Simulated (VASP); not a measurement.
# Sn (I4_1/amd) in VASP: settings compared

Sn is run at these levels: revPBE+D3(BJ), PBE+D3(BJ), PBE+D4; tasks: single point.

Program: VASP 6.6.1. These are calculated values, not measurements. Logs are shortened: lines on timing, memory, paths and dates and some standing lists are left out, and cuts for length are marked.

**1. The cell of the first run**

It takes space group I4_1/amd (No. 141, tetragonal). The conventional cell has a = 5.833 Å, b = 5.833 Å, c = 3.151 Å, α = 90.00°, β = 90.00°, γ = 90.00°. Within 4.0 Å of Sn (site symmetry -4m2) lie 10 Sn at 3.02 to 3.75 Å.

**2. Single point, revPBE+D3(BJ)**

The input, INCAR:

```
SYSTEM = Sn
ALGO = Fast ; EDIFF = 1E-6
ENCUT = 520 ; GGA = RE
ISIF = 2 ; ISMEAR = -1
IVDW = 12 ; LASPH = .TRUE.
LCHARG = .TRUE. ; LELF = .TRUE.
LREAL = .FALSE. ; LVHAR = .TRUE.
LWAVE = .FALSE. ; NBANDS = 21
NELM = 80 ; PREC = Accurate
SIGMA = 0.05
```

The input, KPOINTS:

```
k-points
0
G
  9 9 9
  0 0 0
```

The input, POSCAR:

```
Sn
1.0
   -2.9163808810      2.9163808810      1.5755082728
    2.9163808810     -2.9163808810      1.5755082728
    2.9163808810      2.9163808810     -1.5755082728
Sn
2
Direct
    0.0000000000      0.0000000000      0.0000000000
    0.7500000000      0.2500000000      0.5000000000
```

Potentials or basis: VASP PAW PBE potentials, release 64 (Sn_d).

Started as:

```
$ cat potpaw_PBE.64/Sn_d/POTCAR > POTCAR
$ mpirun -np 1 vasp_std > vasp.out
```

OUTCAR:

```text
SYSTEM = Sn
   EDIFF = 1E-6
   ENCUT = 520
   GGA = RE
   ISIF = 2
   ISMEAR = -1
   IVDW = 12
   LASPH = .TRUE.
   LREAL = .FALSE.
   NELM = 80
   PREC = Accurate
 IVDW          = 12

 ion  position               nearest neighbor table
   1  0.000  0.000  0.000-   2 3.02   2 3.02   2 3.02   2 3.02   2 3.75   2 3.75   2 3.75   2 3.75

   2  0.750  0.250  0.500-   1 3.02   1 3.02   1 3.02   1 3.02   1 3.75   1 3.75   1 3.75   1 3.75

  LATTYP: Found a body centered tetragonal cell.
 ALAT       =     5.8327617620
 C/A-ratio  =     0.5402271984

  Lattice vectors:

 A1 = (  -2.9163808810,   2.9163808810,   1.5755082728)
 A2 = (   2.9163808810,  -2.9163808810,   1.5755082728)
 A3 = (   2.9163808810,   2.9163808810,  -1.5755082728)

Analysis of symmetry for initial positions (statically):
=====================================================================
 Subroutine PRICEL returns:
 Original cell was already a primitive cell.

 Routine SETGRP: Setting up the symmetry group for a
 body centered tetragonal supercell.

 Subroutine GETGRP returns: Found 16 space group operations
 (whereof  8 operations were pure point group operations)
 out of a pool of 16 trial point group operations.

The static configuration has the point symmetry D_2d.
 The point group associated with its full space group is D_4h.

Analysis of symmetry for dynamics (positions and initial velocities):
=====================================================================
 Subroutine PRICEL returns:
 Original cell was already a primitive cell.

 Routine SETGRP: Setting up the symmetry group for a
 body centered tetragonal supercell.

 Subroutine GETGRP returns: Found 16 space group operations
 (whereof  8 operations were pure point group operations)
 out of a pool of 16 trial point group operations.

The dynamic configuration has the point symmetry D_2d.
 The point group associated with its full space group is D_4h.

 Subroutine INISYM returns: Found 16 space group operations
 (whereof  8 operations are pure point group operations),
 and found     1 'primitive' translations

----------------------------------------------------------------------------------------

                                     Primitive cell

  volume of cell :      53.6005

  direct lattice vectors                    reciprocal lattice vectors
    -2.916380881  2.916380881  1.575508273     0.000000000  0.171445370  0.317357902
     2.916380881 -2.916380881  1.575508273     0.171445370  0.000000000  0.317357902
     2.916380881  2.916380881 -1.575508273     0.171445370  0.171445370  0.000000000

  length of vectors
     4.415062990  4.415062990  4.415062990     0.360707018  0.360707018  0.242460368

  position of ions in fractional coordinates (direct lattice)
     0.000000000  0.000000000  0.000000000
     0.750000000  0.250000000  0.500000000

  ion indices of the primitive-cell ions
   primitive index   ion index
                 1           1
                 2           2

----------------------------------------------------------------------------------------

 KPOINTS: k-points

Automatic generation of k-mesh.
 Grid dimensions read from file:
 generate k-points for:    9    9    9

 Generating k-lattice:

  Cartesian coordinates                     Fractional coordinates (reciprocal lattice)
     0.000000000  0.019049486  0.035261989     0.111111111  0.000000000 -0.000000000
     0.019049486  0.000000000  0.035261989     0.000000000  0.111111111 -0.000000000
     0.019049486  0.019049486  0.000000000     0.000000000  0.000000000  0.111111111

  Length of vectors
     0.040078558  0.040078558  0.026940041

  Shift w.r.t. Gamma in fractional coordinates (k-lattice)
     0.000000000  0.000000000  0.000000000

 Subroutine IBZKPT returns following result:
 ===========================================

 Found     75 irreducible k-points:

 Following reciprocal coordinates:
            Coordinates               Weight
  0.000000  0.000000  0.000000      1.000000
  0.111111 -0.000000  0.000000      8.000000
  0.222222 -0.000000  0.000000      8.000000
  0.333333 -0.000000  0.000000      8.000000
  0.444444 -0.000000  0.000000      8.000000
  0.111111  0.111111  0.000000      8.000000
[... 16 lines left out ...]
 -0.333333  0.333333  0.000000      4.000000
  0.444444  0.444444  0.000000      8.000000
 [... further k-points ...]
   k-points           NKPTS =     75   k-points in BZ     NKDIM =     75   number of bands    NBANDS=     21
   number of dos      NEDOS =    301   number of ions     NIONS =      2
   total plane-waves  NPLWV =  46656
   dimension x,y,z NGX =    36 NGY =   36 NGZ =   36
   dimension x,y,z NGXF=    72 NGYF=   72 NGZF=   72
   ions per type =               2
   NGX,Y,Z   is equivalent  to a cutoff of  13.56, 13.56, 13.56 a.u.
   NGXF,Y,Z  is equivalent  to a cutoff of  27.11, 27.11, 27.11 a.u.
 SYSTEM =  Sn
   PREC   = accura    normal or accurate (medium, high low for compatibility)
   ISTART =      0    job   : 0-new  1-cont  2-samecut
   ICHARG =      2    charge: 1-file 2-atom 10-const
   ISPIN  =      1    spin polarized calculation?
   LNONCOLLINEAR =      F non collinear calculations
   LSORBIT =      F    spin-orbit coupling
   LASPH  =      T    aspherical Exc in radial PAW
   ENCUT  =  520.0 eV  38.22 Ry    6.18 a.u.   8.21  8.21  8.21*2*pi/ulx,y,z
   NELM   =     80;   NELMIN=  2; NELMDL= -5     # of ELM steps
   EDIFF  = 0.1E-05   stopping-criterion for ELM
   LREAL  =      F    real-space projection
[... 7 lines left out ...]
   TEBEG  =    0.0;   TEEND  =   0.0 temperature during run
   PSTRESS=    0.0 pullay stress
   NELECT =      28.0000    total number of electrons
   NUPDOWN=      -1.0000    fix difference up-down
   EMIN   =  10.00;   EMAX   =-10.00  energy-range for DOS
   EFERMI =   0.00;   METHOD = LEGACY
   ISMEAR =    -1;   SIGMA  =   0.05  broadening in eV -4-tet -1-fermi 0-gaus
   EFERMI_NEDOS =   21; number of points for ismear=-14 and -15
   IALGO  =     68    algorithm
   IMIX   =      4    mixing-type and parameters
     AMIX     =   0.40;   BMIX     =  1.00
     AMIX_MAG =   1.60;   BMIX_MAG =  1.00
  volume/ion in A,a.u.               =      26.80       180.86
  Fermi-wavevector in a.u.,A,eV,Ry     =   1.318473  2.491552 23.651961  1.738370
  Thomas-Fermi vector in A             =   2.448440
   LORBIT       =      0    0 simple, 1 ext, 2 COOP (PROOUT), +10 PAW based schemes
   GGA     = RE    functional components
   LHFCALC =     F    Hartree Fock is set to
   AEXX    =    0.0000 exact exchange contribution
   IVDW    =    12    specifies the selected vdW correction
   LEPSILON=     F    determine dielectric tensor
   LRPA    =     F    only Hartree local field effects (RPA)
 non-spin polarized calculation
 RMM-DIIS sequential band-by-band and
  energy-cutoff  :      520.00
  volume of cell :       53.60
 maximum number of plane-waves:      1455
 NGX is ok and might be reduce to    36
   NGX = 17   NGY = 17   NGZ = 17

 number of electron      28.0000003 magnetization

 Free energy of the ion-electron system (eV)
  ---------------------------------------------------
  ext. energy  EPLUGINS =         0.00000000
  ---------------------------------------------------
  free energy    TOTEN  =        -6.93335125 eV

  energy without entropy =       -6.92540756  energy(sigma->0) =       -6.92937941

 E-fermi :   8.2423     XC(G=0): -10.3057

 val. band max:        8.2384010222   @ k =  -0.4444   0.4444   0.0000
 cond. band min:       8.2600103545   @ k =   0.4444   0.4444   0.0000
 fundamental gap:      0.0216093323
 Fermi energy:         8.2423087566

 k-point     1 :       0.0000    0.0000    0.0000
  band No.  band energies     occupation
      1     -13.5056      2.00000
      2     -13.4305      2.00000
      3     -13.3785      2.00000
      4     -13.3752      2.00000
      5     -13.2106      2.00000
      6     -13.2106      2.00000
[... 13 lines left out ...]
     20      18.0170      0.00000
     21      18.7284      0.00000

 k-point     2 :       0.1111   -0.0000    0.0000
  band No.  band energies     occupation
      1     -13.4977      2.00000
      2     -13.4041      2.00000
      3     -13.3694      2.00000
      4     -13.3446      2.00000
      5     -13.2285      2.00000
      6     -13.2246      2.00000
[... 13 lines left out ...]
     20      17.2073      0.00000
     21      17.2614      0.00000

 k-point     3 :       0.2222   -0.0000    0.0000
  band No.  band energies     occupation
      1     -13.4753      2.00000
      2     -13.3468      2.00000
      3     -13.3466      2.00000
      4     -13.2947      2.00000
      5     -13.2631      2.00000
      6     -13.2258      2.00000
[... 13 lines left out ...]
     20      15.7034      0.00000
     21      16.6815      0.00000

 k-point     4 :       0.3333   -0.0000    0.0000
  band No.  band energies     occupation
      1     -13.4499      2.00000
      2     -13.3307      2.00000
      3     -13.3202      2.00000
      4     -13.3086      2.00000
      5     -13.2848      2.00000
      6     -13.2468      2.00000
[... 13 lines left out ...]
     20      14.8611      0.00000
     21      17.6993      0.00000

 k-point     5 :       0.4444   -0.0000    0.0000
  band No.  band energies     occupation
      1     -13.4323      2.00000
      2     -13.3520      2.00000
      3     -13.3420      2.00000
      4     -13.3026      2.00000
      5     -13.2719      2.00000
      6     -13.2636      2.00000
[... 13 lines left out ...]
     20      17.0072      0.00000
     21      18.5128      0.00000

 k-point     6 :       0.1111    0.1111    0.0000
  band No.  band energies     occupation
      1     -13.4832      2.00000
      2     -13.3529      2.00000
      3     -13.3428      2.00000
      4     -13.2813      2.00000
      5     -13.2574      2.00000
      6     -13.2464      2.00000
[... 13 lines left out ...]
     20      15.7624      0.00000
     21      16.0187      0.00000

 k-point     7 :       0.2222    0.1111    0.0000
  band No.  band energies     occupation
      1     -13.4611      2.00000
      2     -13.3327      2.00000
      3     -13.3242      2.00000
      4     -13.2837      2.00000
      5     -13.2795      2.00000
      6     -13.2544      2.00000
[... 13 lines left out ...]
     20      15.1130      0.00000
     21      16.5441      0.00000
[... 291 lines left out ...]
      1     -13.4121      2.00000
      2     -13.3605      2.00000
      3     -13.3230      2.00000
      4     -13.3038      2.00000
      5     -13.2604      2.00000
      6     -13.2031      2.00000
[... 13 lines left out ...]
     20      16.4773      0.00000
     21      18.4195      0.00000

 k-point    21 :       0.4444    0.3333    0.0000
  band No.  band energies     occupation
      1     -13.3929      2.00000
      2     -13.3620      2.00000
      3     -13.3498      2.00000
      4     -13.3144      2.00000
      5     -13.2592      2.00000
      6     -13.2137      2.00000
[... 13 lines left out ...]
     20      18.4837      0.00000
     21      19.2461      0.00000

 k-point    22 :      -0.4444    0.3333   -0.0000
  band No.  band energies     occupation
      1     -13.4149      2.00000
      2     -13.3958      2.00000
      3     -13.3910      2.00000
      4     -13.2898      2.00000
      5     -13.2829      2.00000
      6     -13.2072      2.00000
[... 13 lines left out ...]
     20      19.3514      0.00000
     21      20.3171      0.00000

 k-point    23 :      -0.3333    0.3333    0.0000
  band No.  band energies     occupation
      1     -13.4371      2.00000
      2     -13.4183      2.00000
      3     -13.4126      2.00000
      4     -13.3079      2.00000
      5     -13.2613      2.00000
      6     -13.1952      2.00000
[... 13 lines left out ...]
     20      18.1231      0.00000
     21      18.2253      0.00000

 k-point    24 :       0.4444    0.4444    0.0000
  band No.  band energies     occupation
      1     -13.4087      2.00000
      2     -13.4076      2.00000
      3     -13.3399      2.00000
      4     -13.3377      2.00000
      5     -13.2442      2.00000
      6     -13.2371      2.00000
[... 13 lines left out ...]
     20      19.0444      0.00000
     21      19.6958      0.00000

 [... further k-points ...]

------------------------ aborting loop because EDIFF is reached ----------------------------------------

 Edisp (eV)   -1.45757

 E8    (eV) :    -1.0656

  FORCE on cell =-STRESS in cart. coord.  units (eV):
  Direction    XX          YY          ZZ          XY          YZ          ZX
  --------------------------------------------------------------------------------------
  -------------------------------------------------------------------------------------
  Total      -0.00879    -0.00879    -0.01910     0.00000     0.00000     0.00000
  in kB      -0.26271    -0.26271    -0.57088     0.00000     0.00000     0.00000
  external pressure =       -0.37 kB  Pullay stress =        0.00 kB

 VOLUME and BASIS-vectors are now :
 -----------------------------------------------------------------------------
  energy-cutoff  :      520.00
  volume of cell :       53.60
      direct lattice vectors                 reciprocal lattice vectors
    -2.916380881  2.916380881  1.575508273     0.000000000  0.171445370  0.317357902
     2.916380881 -2.916380881  1.575508273     0.171445370  0.000000000  0.317357902
     2.916380881  2.916380881 -1.575508273     0.171445370  0.171445370  0.000000000

 POSITION                                       TOTAL-FORCE (eV/Angst)
 -----------------------------------------------------------------------------------
      0.00000      0.00000      0.00000        -0.000000      0.000000     -0.000000
      0.00000      2.91638      0.78775         0.000000     -0.000000      0.000000
 -----------------------------------------------------------------------------------
    total drift:                               -0.000000      0.000000     -0.000000

  FREE ENERGIE OF THE ION-ELECTRON SYSTEM (eV)
  ---------------------------------------------------
  free  energy   TOTEN  =        -8.3909251283 eV

  energy  without entropy=       -8.3829814358  energy(sigma->0) =       -8.38695328
```

Wall time 39 s (1 thread of Intel Xeon 6975P-C (Granite Rapids), shared host); peak memory 0.24 GiB.

Results:

| Quantity | Value |
| --- | --- |
| Free energy | -8.3909 eV |
| Pressure | 0.0 GPa |
| Band gap on the k mesh | zero (band 14 reaches 9.44 eV, above the bottom of band 15 at 5.37 eV) |
| Dispersion energy per atom | -0.729 eV |

Caveat: the PAW data sets were made with another functional, which shifts forces and pressure a little; spin-orbit coupling is left out, which moves the levels of the heavy elements; pairwise dispersion overbinds metals, which lowers pressure and volume.

**3. Single point, PBE+D3(BJ)**

This run uses another cell than the first one, of 27.22 Å³/atom, 1.015 times its volume.

The input, INCAR:

```
PREC = Accurate ; ENCUT = 520
EDIFF = 1E-7 ; ISMEAR = -1
SIGMA = 0.05 ; LREAL = F
LASPH = T ; NELM = 100
ALGO = Normal ; ISIF = 2
LWAVE = F ; LCHARG = T
GGA = PE ; IVDW = 12
LELF = T ; LVHAR = T
NBANDS = 21
```

The input, KPOINTS:

```
regular mesh
0
Gamma
  9 9 9
```

The input, POSCAR:

```
Sn
1.0
   -2.9296983127      2.9296983127      1.5853769838
    2.9296983127     -2.9296983127      1.5853769838
    2.9296983127      2.9296983127     -1.5853769838
Sn
2
Direct
    0.0000000000      0.0000000000      0.0000000000
    0.7500000000      0.2500000000      0.5000000000
```

Potentials or basis: VASP PAW PBE potentials, release 64 (Sn_d).

Started as:

```
$ cat potpaw_PBE.64/Sn_d/POTCAR > POTCAR
$ mpirun -np 1 vasp_std > vasp.out
```

Wall time 38 s (1 thread of Intel Xeon 6975P-C (Granite Rapids), shared host); peak memory 0.24 GiB.

Results (log left out):

| Item | Value |
| --- | --- |
| Free energy | -8.3685 eV |
| Pressure | -0.1 GPa |
| Band gap on the k mesh | zero (band 14 reaches 9.16 eV, above the bottom of band 15 at 5.15 eV) |
| Dispersion energy per atom | -0.388 eV |

Levels at points of the mesh, in eV from the Fermi level:
| k point | band 12 | band 13 | band 14 | band 15 | band 16 | band 17 |
| --- | --- | --- | --- | --- | --- | --- |
| (0.00, 0.00, 0.00) | -3.73 | -2.01 | -2.01 | 2.94 | 6.14 | 6.14 |

Caveat: spin-orbit coupling is left out, which moves the levels of the heavy elements; pairwise dispersion overbinds metals, which lowers pressure and volume.

**4. Single point, PBE+D4**

This run uses another cell than the first one, of 27.18 Å³/atom, 1.014 times its volume.

The input, INCAR:

```
SYSTEM = Sn
ALGO     = Normal         ! electronic algorithm
EDIFF    = 1E-6           ! SCF threshold, eV
ENCUT    = 520            ! plane-wave cutoff, eV
GGA      = PE             ! functional
ISIF     = 2              ! what is computed and relaxed
ISMEAR   = -1             ! smearing method
IVDW     = 13             ! dispersion correction
LASPH    = .True.         ! aspherical terms in the spheres
LCHARG   = .False.        ! write CHGCAR
LREAL    = .False.        ! projectors in reciprocal space
LWAVE    = .False.        ! write WAVECAR
NBANDS   = 21             ! bands
NELM     = 80             ! most SCF steps
PREC     = Accurate       ! precision mode
SIGMA    = 0.05           ! smearing width, eV
```

The input, KPOINTS:

```
k-points
0
Gamma
  9 9 9
  0 0 0
```

The input, POSCAR:

```
Sn
1.0
   -2.9283102564      2.9283102564      1.5848890406
    2.9283102564     -2.9283102564      1.5848890406
    2.9283102564      2.9283102564     -1.5848890406
Sn
2
Direct
    0.0000000000      0.0000000000      0.0000000000
    0.7500000000      0.2500000000      0.5000000000
```

Started as:

```
$ cat potpaw_PBE.64/Sn_d/POTCAR > POTCAR
$ mpirun -np 1 vasp_std > vasp.out
```

It took 31 s on 1 thread of Intel Xeon 6975P-C (Granite Rapids), shared host; peak memory 0.23 GiB.

The run converged. Its results:

```yaml
Free_energy: -8.4434 eV
Pressure: -0.1 GPa
Band_gap_on_the_k_mesh: zero (band 14 reaches 9.18 eV, above the bottom of band 15 at 5.16 eV)
Dispersion_energy_per_atom: -0.426 eV
```

Levels at points of the mesh, in eV from the Fermi level:
```
           k point  band 10  band 11  band 12  band 13  band 14  band 15  band 16  band 17  band 18  band 19
(0.00, 0.00, 0.00)   -21.18   -11.14    -3.72    -2.01    -2.01     2.94     6.15     6.15     6.92     7.02
```

Caveat: spin-orbit coupling is left out, which moves the levels of the heavy elements; pairwise dispersion overbinds metals, which lowers pressure and volume.

**5. Summary**

| level | cell | gap on the mesh (eV) | pressure (GPa) |
| --- | --- | --- | --- |
| revPBE+D3(BJ) | a = 4.415 Å, angles 97.3, 97.3, 138.2°, 2 atoms | none | 0.0 |
| PBE+D3(BJ) | a = 4.436 Å, angles 97.3, 97.3, 138.1°, 2 atoms | none | -0.1 |
| PBE+D4 | a = 4.434 Å, angles 97.3, 97.3, 138.1°, 2 atoms | none | -0.1 |

Alike in all rows: task single point; potentials or basis VASP PAW PBE potentials, release 64 (Sn_d); no spin polarisation; k mesh 9 × 9 × 9; cutoff (eV) 520; smearing fermi-dirac 0.05 eV.

Caveats: spin-orbit coupling is left out, which moves the levels of the heavy elements; pairwise dispersion overbinds metals, which lowers pressure and volume; the PAW data sets were made with another functional, which shifts forces and pressure a little (some runs).

Absolute energies hang on the potentials; compare differences alone.
